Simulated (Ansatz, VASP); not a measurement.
## Al2BN3: VASP beside Ansatz

The input INCAR:

```
SYSTEM = Al2BN3
  ALGO = Normal
  EDIFF = 1E-6
  EDIFFG = -0.01
  ENCUT = 600
  GGA = PE
  IBRION = 2
  ISIF = 3
  ISMEAR = 0
  LASPH = .True.
  LCHARG = .False.
  LREAL = .False.
  LWAVE = .False.
  NELM = 80
  NSW = 100
  PREC = Accurate
  SIGMA = 0.1
```

File KPOINTS:

```
k-points
0
Gamma
  12 12 16
  0 0 0
```

File POSCAR:

```
Al2BN3
1.0
    5.3713388951      0.0000000000      0.0000000000
   -2.6856694475      4.6517159355      0.0000000000
    0.0000000000      0.0000000000      2.4848435826
Al B N
2 1 3
Direct
    0.3333333333      0.6666666667      0.0000000000
    0.6666666667      0.3333333333      0.0000000000
    0.0000000000      0.0000000000      0.0000000000
    0.5000000000      0.0000000000      0.5000000000
    0.0000000000      0.5000000000      0.5000000000
    0.5000000000      0.5000000000      0.5000000000
```

Input for Ansatz:

```yaml
crystal:
  lattice:
    - [5.3713388951, 0.0, 0.0]
    - [-2.6856694475, 4.6517159355, 0.0]
    - [0.0, 0.0, 2.4848435826]
  atoms:
    - { symbol: Al, position: [0.3333333333, 0.6666666667, 0.0] }
    - { symbol: Al, position: [0.6666666667, 0.3333333333, 0.0] }
    - { symbol: B, position: [0.0, 0.0, 0.0] }
    - { symbol: "N", position: [0.5, 0.0, 0.5] }
    - { symbol: "N", position: [0.0, 0.5, 0.5] }
    - { symbol: "N", position: [0.5, 0.5, 0.5] }
basis:
  ecutwfc: 420
kpoints:
  mp_grid: { grid: [12, 12, 16] }
hamiltonian:
  xc: pbe
scf:
  occupations: { method: gaussian, width: 0.1 }
output:
  forces: true
  stress: true
  eigenvalues: true
  write_density: true
  write_potential: true
  elf: true
  volumetric_format: npy
relax:
  adjacent_minimum: "off"
  f_tol: 0.01
  max_steps: 80
  cell: { stress_tol: 0.05 }
```

Change from the starting cell: species swapped into the CeZn2Ni3 type (P6/mmm, No. 191).

Alike in both runs: task relaxation of cell and atoms; functional PBE; k mesh 12 × 12 × 16; occupations gaussian, width 0.1 eV; no spin polarisation.

|  | VASP | Ansatz |
| --- | --- | --- |
| version | VASP 6.6.1 | Ansatz 0.2.0 |
| potentials or method | VASP PAW PBE potentials, release 64 (Al, B, N), cutoff 600 eV | scalar-relativistic, plane waves, PAW |
| valence electrons in the cell | 24 | 24 |

|  | VASP | Ansatz | Ansatz less VASP |
| --- | --- | --- | --- |
| gap on the k mesh at the Fermi level, each at its own relaxed structure (eV) | none | none | - |
| relaxed volume (Å³/atom) | 10.12 | 10.15 | +0.023 |
| relaxed cell length with the largest relative difference (Å) | 5.094 | 5.099 | +0.0049 |

A gap of «none» marks a metal or a gap that the smearing closes.
